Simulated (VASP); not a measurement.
## TePb: single point with r2SCAN

TePb:

```
CELL_PARAMETERS angstrom
0.00000 3.16697 3.16697
3.16697 0.00000 3.16697
3.16697 3.16697 0.00000
ATOMIC_POSITIONS crystal
Te 0.50000 0.50000 0.50000
Pb 0.00000 0.00000 0.00000
```

This cell differs from its parent crystal: volume scaled by 0.91.

* Program: VASP 6.6.1
* Task: single point
* Functional: r2SCAN
* Potentials or basis: VASP PAW PBE potentials, release 64 (Te, Pb_d)
* Cutoff: 520 eV
* k mesh: 8 × 8 × 8
* Occupations: gaussian, width 0.02 eV
* Spin: no spin polarisation

The pressure is 4.9 GPa and the band gap on the k mesh is 0.87 eV, direct.

Levels at points of the mesh, in eV from the valence-band top:
| k point | band 8 | band 9 | band 10 | band 11 | band 12 | band 13 |
| --- | --- | --- | --- | --- | --- | --- |
| (0.00, 0.00, 0.00) | -1.79 | -1.79 | -1.79 | 4.37 | 4.37 | 4.37 |
| (0.50, 0.00, 0.00) | -1.26 | -1.26 | 0.00 | 0.87 | 1.20 | 1.20 |
| (0.50, 0.50, 0.00) | -5.24 | -3.39 | -3.39 | 3.27 | 6.02 | 6.02 |

It took 76 s on 1 thread of Intel(R) Xeon(R) Platinum 8375C CPU @ 2.90GHz (Ice Lake), on a shared host, peak memory 0.23 GiB.

Caveat: the PAW data sets were made with another functional, which shifts forces and pressure a little; spin-orbit coupling is left out, which moves the levels of the heavy elements. A k mesh can miss the band edges.
